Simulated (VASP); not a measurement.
Input of a VASP 6.6.1 run:

INCAR

```
  ALGO = Normal
  EDIFF = 1E-6
  ENCUT = 520
  GGA = PE
  ISIF = 2
  ISMEAR = 0
  IVDW = 12
  LASPH = T
  LCHARG = T
  LELF = T
  LREAL = F
  LVHAR = T
  LWAVE = F
  NBANDS = 30
  NELM = 80
  PREC = Accurate
  SIGMA = 0.05
```

File KPOINTS:

```
k-points
0
Gamma
  4 4 4
```

POSCAR

```
N
1.0
    0.0000000000      0.0000000000     -5.3249599977
    4.0943184148      4.0943184148      0.0000000000
    4.0943184148     -4.0943184148      0.0000000000
N
8
Direct
    0.0000000000      0.9048714496      0.0000000000
    0.0000000000      0.4048714496      0.5000000000
    0.5000000000      0.5000000000      0.0951285504
    0.5000000000      0.0000000000      0.5951285504
    0.0000000000      0.0951285504      0.0000000000
    0.0000000000      0.5951285504      0.5000000000
    0.5000000000      0.5000000000      0.9048714496
    0.5000000000      0.0000000000      0.4048714496
```

Potentials or basis: VASP PAW PBE potentials, release 64 (N).

Run with:

```bash
$ cat potpaw_PBE.64/N/POTCAR > POTCAR
$ mpirun -np 1 vasp_std > vasp.out
```

(1) What does it give for the largest force?

(2) Predict the pressure.

(3) Estimate the dispersion energy per atom.

Results:

(1) 1.752 eV/Å.

(2) 2.1 GPa.

(3) -0.055 eV.

Caveat: the standard files for N, O and F lose accuracy on very short bonds; forces of over 1 eV/Å act on the atoms, so gaps and moduli don't describe the material at rest.
